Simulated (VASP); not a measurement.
# InP (Fm-3m) in VASP: a series of runs

The runs below take InP through single point, relaxation of cell and atoms, with PBE.

Everything below comes from runs of VASP 6.6.1. Logs are shortened: lines on timing, memory, paths and dates and some standing lists are left out, and cuts for length are marked.

### 1 The cell of the first run

It takes space group Fm-3m (No. 225, cubic). The conventional cell has a = 5.540 Å, b = 5.540 Å, c = 5.540 Å, α = 90.00°, β = 90.00°, γ = 90.00°. Within 3.7 Å of In (site symmetry m-3m) lie 6 P at 2.77 Å. P (site symmetry m-3m) has 6 In at 2.77 Å within 3.7 Å.

### 2 Single point, PBE

INCAR reads:

```
SYSTEM = InP
PREC     = Accurate       ! precision mode
ENCUT    = 520            ! plane-wave cutoff, eV
EDIFF    = 1E-6           ! SCF threshold, eV
ISMEAR   = 0              ! smearing method
SIGMA    = 0.1            ! smearing width, eV
LREAL    = .False.        ! projectors in reciprocal space
LASPH    = .True.         ! aspherical terms in the spheres
NELM     = 60             ! most SCF steps
ALGO     = Normal         ! electronic algorithm
ISIF     = 2              ! what is computed and relaxed
LWAVE    = .False.        ! write WAVECAR
LCHARG   = .False.        ! write CHGCAR
GGA      = PE             ! functional
ISYM     = 0            
NBANDS   = 16             ! bands
```

KPOINTS reads:

```
regular mesh
0
Gamma
  9 9 11
  0 0 0
```

POSCAR reads:

```
InP
1.0
    3.9175984294      0.0000000000      0.0000000000
   -1.9587992147      3.3927397617      0.0000000000
    1.9587992147      1.1309132539      3.1987057230
In P
1 1
Direct
    0.0000000000      0.0000000000      0.0000000000
    0.0000000000      0.5000000000      0.5000000000
```

Potentials or basis: VASP PAW PBE potentials, release 64 (In_d, P).

Launch:

```sh
cat potpaw_PBE.64/In_d/POTCAR potpaw_PBE.64/P/POTCAR > POTCAR
mpirun -np 1 vasp_std > vasp.out
```

OUTCAR:

```text
SYSTEM = InP
   PREC = Accurate
   ENCUT = 520
   EDIFF = 1E-6
   ISMEAR = 0
   LREAL = .False.
   LASPH = .True.
   NELM = 60
   ISIF = 2
   GGA = PE
   ISYM = 0

 ion  position               nearest neighbor table
   1  0.000  0.000  0.000-   2 2.77   2 2.77   2 2.77   2 2.77   2 2.77   2 2.77
   2  0.000  0.500  0.500-   1 2.77   1 2.77   1 2.77   1 2.77   1 2.77   1 2.77

IMPORTANT INFORMATION: All symmetrisations will be switched off!
NOSYMM: (Re-)initialisation of all symmetry stuff for point group C_1.

----------------------------------------------------------------------------------------

                                     Primitive cell

  volume of cell :      42.5153

  direct lattice vectors                    reciprocal lattice vectors
     3.917598429  0.000000000  0.000000000     0.255258424  0.147373520 -0.208417630
    -1.958799215  3.392739762  0.000000000     0.000000000  0.294747039 -0.104208815
     1.958799215  1.130913254  3.198705723     0.000000000  0.000000000  0.312626445

  length of vectors
     3.917598429  3.917598429  3.917598429     0.360989925  0.312626445  0.312626445

  position of ions in fractional coordinates (direct lattice)
     0.000000000  0.000000000  0.000000000
     0.000000000  0.500000000  0.500000000

  ion indices of the primitive-cell ions
   primitive index   ion index
                 1           1
                 2           2

----------------------------------------------------------------------------------------

 KPOINTS: regular mesh

Automatic generation of k-mesh.
 Grid dimensions read from file:
 generate k-points for:    9    9   11

 Generating k-lattice:

  Cartesian coordinates                     Fractional coordinates (reciprocal lattice)
     0.028362047  0.016374836 -0.023157514     0.111111111  0.000000000  0.000000000
     0.000000000  0.032749671 -0.011578757     0.000000000  0.111111111  0.000000000
     0.000000000  0.000000000  0.028420586     0.000000000  0.000000000  0.090909091

  Length of vectors
     0.040109992  0.034736272  0.028420586

  Shift w.r.t. Gamma in fractional coordinates (k-lattice)
     0.000000000  0.000000000  0.000000000

 -----------------------------------------------------------------------------
|                                                                             |
|           W    W    AA    RRRRR   N    N  II  N    N   GGGG   !!!           |
|           W    W   A  A   R    R  NN   N  II  NN   N  G    G  !!!           |
|           W    W  A    A  R    R  N N  N  II  N N  N  G       !!!           |
|           W WW W  AAAAAA  RRRRR   N  N N  II  N  N N  G  GGG   !            |
|           WW  WW  A    A  R   R   N   NN  II  N   NN  G    G                |
|           W    W  A    A  R    R  N    N  II  N    N   GGGG   !!!           |
|                                                                             |
|     Your reciprocal lattice and k-lattice belong to different lattice       |
|     classes:                                                                |
|                                                                             |
|        The reciprocal lattice is body-centered cubic,                       |
|        whereas your k-lattice is base-centered monoclinic.                  |
|                                                                             |
|     Results are often still useful ...                                      |
|                                                                             |
 -----------------------------------------------------------------------------

 WARNING: IBZKPT: internal override: KBLOWUP is changed to .FALSE.
      ... skipping the blow-up phase ...

 Subroutine IBZKPT returns following result:
 ===========================================

 Found    446 irreducible k-points:

 Following reciprocal coordinates:
            Coordinates               Weight
  0.000000  0.000000  0.000000      1.000000
  0.111111  0.000000  0.000000      2.000000
  0.222222 -0.000000  0.000000      2.000000
  0.333333  0.000000  0.000000      2.000000
  0.444444 -0.000000  0.000000      2.000000
  0.000000  0.111111  0.000000      2.000000
[... 16 lines left out ...]
 -0.111111  0.222222  0.000000      2.000000
  0.000000  0.333333  0.000000      2.000000
 [... further k-points ...]
   k-points           NKPTS =    446   k-points in BZ     NKDIM =    446   number of bands    NBANDS=     16
   number of dos      NEDOS =    301   number of ions     NIONS =      2
   total plane-waves  NPLWV =  27000
   dimension x,y,z NGX =    30 NGY =   30 NGZ =   30
   dimension x,y,z NGXF=    60 NGYF=   60 NGZF=   60
   ions per type =               1   1
   NGX,Y,Z   is equivalent  to a cutoff of  12.73, 12.73, 12.73 a.u.
   NGXF,Y,Z  is equivalent  to a cutoff of  25.46, 25.46, 25.46 a.u.
 SYSTEM =  InP
   PREC   = accura    normal or accurate (medium, high low for compatibility)
   ISTART =      0    job   : 0-new  1-cont  2-samecut
   ICHARG =      2    charge: 1-file 2-atom 10-const
   ISPIN  =      1    spin polarized calculation?
   LNONCOLLINEAR =      F non collinear calculations
   LSORBIT =      F    spin-orbit coupling
   LASPH  =      T    aspherical Exc in radial PAW
   ENCUT  =  520.0 eV  38.22 Ry    6.18 a.u.   7.28  7.28  7.28*2*pi/ulx,y,z
   NELM   =     60;   NELMIN=  2; NELMDL= -5     # of ELM steps
   EDIFF  = 0.1E-05   stopping-criterion for ELM
   LREAL  =      F    real-space projection
   EDIFFG = 0.1E-04   stopping-criterion for IOM
   NSW    =      0    number of steps for IOM
   IBRION =     -1    ionic relax: 0-MD 1-quasi-New 2-CG
   NFREE  =      0    steps in history (QN), initial steepest desc. (CG)
   ISIF   =      2    stress and relaxation
   ISYM   =      0    0-nonsym 1-usesym 2-fastsym
   POTIM  = 0.5000    time-step for ionic-motion
   TEBEG  =    0.0;   TEEND  =   0.0 temperature during run
   PSTRESS=    0.0 pullay stress
   NELECT =      18.0000    total number of electrons
   NUPDOWN=      -1.0000    fix difference up-down
   EMIN   =  10.00;   EMAX   =-10.00  energy-range for DOS
   EFERMI =   0.00;   METHOD = LEGACY
   ISMEAR =     0;   SIGMA  =   0.10  broadening in eV -4-tet -1-fermi 0-gaus
   EFERMI_NEDOS =   21; number of points for ismear=-14 and -15
   IALGO  =     38    algorithm
   IMIX   =      4    mixing-type and parameters
     AMIX     =   0.40;   BMIX     =  1.00
     AMIX_MAG =   1.60;   BMIX_MAG =  1.00
  volume/ion in A,a.u.               =      21.26       143.45
  Fermi-wavevector in a.u.,A,eV,Ry     =   1.229280  2.323002 20.560156  1.511129
  Thomas-Fermi vector in A             =   2.364173
   LORBIT       =      0    0 simple, 1 ext, 2 COOP (PROOUT), +10 PAW based schemes
   GGA     = PE    functional components
   LHFCALC =     F    Hartree Fock is set to
   AEXX    =    0.0000 exact exchange contribution
   IVDW    =     0    specifies the selected vdW correction
   LEPSILON=     F    determine dielectric tensor
   LRPA    =     F    only Hartree local field effects (RPA)
 non-spin polarized calculation
 Gauss-broadening in eV      SIGMA  =   0.10
  energy-cutoff  :      520.00
  volume of cell :       42.52
 maximum number of plane-waves:      1167
 NGX is ok and might be reduce to    30
   NGX = 15   NGY = 15   NGZ = 15

 number of electron      18.0000009 magnetization

 Free energy of the ion-electron system (eV)
  ---------------------------------------------------
  ext. energy  EPLUGINS =         0.00000000
  ---------------------------------------------------
  free energy    TOTEN  =        -7.92437934 eV

  energy without entropy =       -7.91906108  energy(sigma->0) =       -7.92172021

 E-fermi :   7.0357     XC(G=0): -10.3901

 val. band max:        7.0354114736   @ k =  -0.1111   0.1111   0.0909
 cond. band min:       7.0358663477   @ k =   0.4444  -0.2222   0.1818
 fundamental gap:      0.0004548740
 Fermi energy:         7.0357228468

 k-point     1 :       0.0000    0.0000    0.0000
  band No.  band energies     occupation
      1      -7.1910      2.00000
      2      -7.1910      2.00000
      3      -7.1714      2.00000
      4      -7.1711      2.00000
      5      -7.1709      2.00000
      6      -4.9825      2.00000
[... 8 lines left out ...]
     15      15.4898      0.00000
     16      15.4903      0.00000

 k-point     2 :       0.1111    0.0000    0.0000
  band No.  band energies     occupation
      1      -7.2119      2.00000
      2      -7.1855      2.00000
      3      -7.1774      2.00000
      4      -7.1591      2.00000
      5      -7.1590      2.00000
      6      -4.7739      2.00000
[... 8 lines left out ...]
     15      16.4421      0.00000
     16      16.4427      0.00000

 k-point     3 :       0.2222   -0.0000    0.0000
  band No.  band energies     occupation
      1      -7.2895      2.00000
      2      -7.1934      2.00000
      3      -7.1716      2.00000
      4      -7.1272      2.00000
      5      -7.1271      2.00000
      6      -4.1294      2.00000
[... 8 lines left out ...]
     15      17.5790      0.00000
     16      18.3909      0.00000

 k-point     4 :       0.3333    0.0000    0.0000
  band No.  band energies     occupation
      1      -7.4054      2.00000
      2      -7.2117      2.00000
      3      -7.1558      2.00000
      4      -7.0889      2.00000
      5      -7.0888      2.00000
      6      -3.0952      2.00000
[... 8 lines left out ...]
     15      18.3497      0.00000
     16      20.3683      0.00000
[... 324 lines left out ...]
 k-point    22 :      -0.2222    0.2222   -0.0000
  band No.  band energies     occupation
      1      -7.2151      2.00000
      2      -7.2150      2.00000
      3      -7.1736      2.00000
      4      -7.1393      2.00000
      5      -7.1387      2.00000
      6      -4.3823      2.00000
[... 8 lines left out ...]
     15      15.4612      0.00000
     16      15.4625      0.00000

 k-point    23 :      -0.1111    0.2222    0.0000
  band No.  band energies     occupation
      1      -7.2110      2.00000
      2      -7.2035      2.00000
      3      -7.1729      2.00000
      4      -7.1566      2.00000
      5      -7.1444      2.00000
      6      -4.5733      2.00000
[... 8 lines left out ...]
     15      16.0497      0.00000
     16      16.2994      0.00000

 k-point    24 :       0.0000    0.3333    0.0000
  band No.  band energies     occupation
      1      -7.2366      2.00000
      2      -7.2364      2.00000
      3      -7.1778      2.00000
      4      -7.1109      2.00000
      5      -7.1103      2.00000
      6      -3.7041      2.00000
[... 8 lines left out ...]
     15      16.6839      0.00000
     16      16.6852      0.00000

 [... further k-points ...]
[... 5 lines left out ...]
  --------------------------------------------------------------------------------------
  -------------------------------------------------------------------------------------
  Total       -0.0164830     -0.0665116      0.0073368      0.0433140      0.0020675      0.0035814
  in kB       -0.6211575     -2.5064750      0.2764855      1.6322762      0.0779146      0.1349645
  external PRESSURE =      -0.9503823 kB  Pullay stress =       0.0000000 kB

 VOLUME and BASIS-vectors are now :
 -----------------------------------------------------------------------------
  energy-cutoff  :      520.00
  volume of cell :       42.52
      direct lattice vectors                 reciprocal lattice vectors
     3.917598429  0.000000000  0.000000000     0.255258424  0.147373520 -0.208417630
    -1.958799215  3.392739762  0.000000000     0.000000000  0.294747039 -0.104208815
     1.958799215  1.130913254  3.198705723     0.000000000  0.000000000  0.312626445

 POSITION                                       TOTAL-FORCE (eV/Angst)
 -----------------------------------------------------------------------------------
      0.00000      0.00000      0.00000         0.000000      0.000000     -0.000000
      0.00000      2.26183      1.59935        -0.000000     -0.000000      0.000000
 -----------------------------------------------------------------------------------
    total drift:                               -0.000000      0.000001      0.000000

  FREE ENERGIE OF THE ION-ELECTRON SYSTEM (eV)
  ---------------------------------------------------
  free  energy   TOTEN  =        -7.9243793377 eV

  energy  without entropy=       -7.9190610778  energy(sigma->0) =       -7.92172021
```

Run time: 2.4 min. Hardware: 1 thread of Intel Xeon 6975P-C (Granite Rapids), shared host; peak memory 0.41 GiB.

Results:

```
Free energy            : -7.9244 eV
Pressure               : -0.1 GPa
Band gap on the k mesh : zero (bands 9 and 10 overlap by 2.57 eV)
```

Levels at points of the mesh, in eV from the Fermi level:
| k point | band 7 | band 8 | band 9 | band 10 | band 11 | band 12 |
| --- | --- | --- | --- | --- | --- | --- |
| (0.00, 0.00, 0.00) | -0.30 | -0.30 | -0.30 | 0.50 | 7.08 | 7.08 |

Caveat: spin-orbit coupling is left out, which moves the levels of the heavy elements.

### 3 Relaxation of cell and atoms, PBE

INCAR reads:

```
SYSTEM = InP
PREC = Accurate ; ENCUT = 600
EDIFF = 1E-7 ; ISMEAR = 0
SIGMA = 0.1 ; LREAL = .False.
LASPH = .True. ; NELM = 80
ALGO = Normal ; ISIF = 3
LWAVE = .False. ; LCHARG = .False.
GGA = PE ; IBRION = 2
NSW = 100 ; EDIFFG = -0.005
```

KPOINTS reads:

```
Automatic mesh
0
Gamma
  14 14 14
  0 0 0
```

POSCAR reads:

```
InP
1.0
    0.0000000000      2.7684979608      2.7684979608
    2.7684979608      0.0000000000      2.7684979608
    2.7684979608      2.7684979608      0.0000000000
In P
1 1
Direct
    0.0000000000      0.0000000000      0.0000000000
    0.5000000000      0.5000000000      0.5000000000
```

Potentials or basis: VASP PAW PBE potentials, release 64 (In_d, P).

Launch:

```sh
cat potpaw_PBE.64/In_d/POTCAR potpaw_PBE.64/P/POTCAR > POTCAR
mpirun -np 1 vasp_std > vasp.out
```

It took 46 s on 1 thread of Intel Xeon 6975P-C (Granite Rapids), shared host; peak memory 0.23 GiB.

It converged, with:

* Free energy: -7.9181 eV
* Relaxed volume: 21.26 Å³/atom
* Relaxed cell: a = 3.918 Å, b = 3.918 Å, c = 3.918 Å, α = 60.00°, β = 60.00°, γ = 60.00°
* Space group after relaxing (to 0.1 Å): Fm-3m (No. 225)
* Energy gained by relaxing: 0.0 meV/atom
* Ionic steps: 3
* Pressure after relaxing: 0.0 GPa
* Band gap on the k mesh: zero (bands 9 and 10 overlap by 2.63 eV)

Final structure:
```
CELL_PARAMETERS angstrom
0.00000 2.77022 2.77022
2.77022 0.00000 2.77022
2.77022 2.77022 0.00000
ATOMIC_POSITIONS crystal
In 0.00000 0.00000 0.00000
P 0.50000 0.50000 0.50000
```

Levels at points of the mesh, in eV from the Fermi level:
```tsv
k point	band 5	band 6	band 7	band 8	band 9	band 10	band 11	band 12	band 13
(0.00, 0.00, 0.00)	-14.15	-11.96	-0.25	-0.25	-0.25	0.55	7.14	7.14	7.14
(0.50, 0.00, 0.00)	-14.07	-9.90	-6.58	0.18	0.18	2.53	3.45	3.45	5.22
(0.50, 0.50, 0.00)	-14.04	-8.80	-4.90	-2.46	-2.29	-2.29	3.88	9.89	9.89
```

Caveat: spin-orbit coupling is left out, which moves the levels of the heavy elements.
